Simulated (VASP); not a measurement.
A run of VASP 6.6.1:

File INCAR:

```
PREC = Accurate
ENCUT = 600
EDIFF = 1E-6
ISMEAR = 0
SIGMA = 0.01
LREAL = False
LASPH = True
NELM = 120
ALGO = Normal
ISIF = 2
LWAVE = False
LCHARG = True
GGA = RE
LELF = True
LVHAR = True
NBANDS = 28
GGA_COMPAT = False
```

File KPOINTS:

```
Automatic mesh
0
Gamma
  4 4 4
  0.5 0.5 0.5
```

File POSCAR:

```
BaTiO3
1.0
    2.8273665000      1.6323808099      2.3183933333
   -2.8273665000      1.6323808099      2.3183933333
    0.0000000000     -3.2647616197      2.3183933333
Ba Ti O
1 1 3
Direct
    0.0000000000      0.0000000000      0.0000000000
    0.4845003333      0.4845003333      0.4845003333
    0.5086005000      0.5086005000      0.0175000000
    0.0175000000      0.5086005000      0.5086005000
    0.5086005000      0.0175000000      0.5086005000
```

Potentials or basis: VASP PAW PBE potentials, release 64 (Ba_sv, Ti_sv, O).

Command:

```bash
$ cat potpaw_PBE.64/Ba_sv/POTCAR potpaw_PBE.64/Ti_sv/POTCAR potpaw_PBE.64/O/POTCAR > POTCAR
$ mpirun -np 1 vasp_std > vasp.out
```

Hardware: 1 thread of AMD EPYC 7R13 (shared host).

Q: How long does it take, and how much memory?

A: Wall time 31 s on 1 thread of AMD EPYC 7R13, with other jobs on the host, peak memory 0.16 GiB. Counts: scf iterations 16, k points 10.
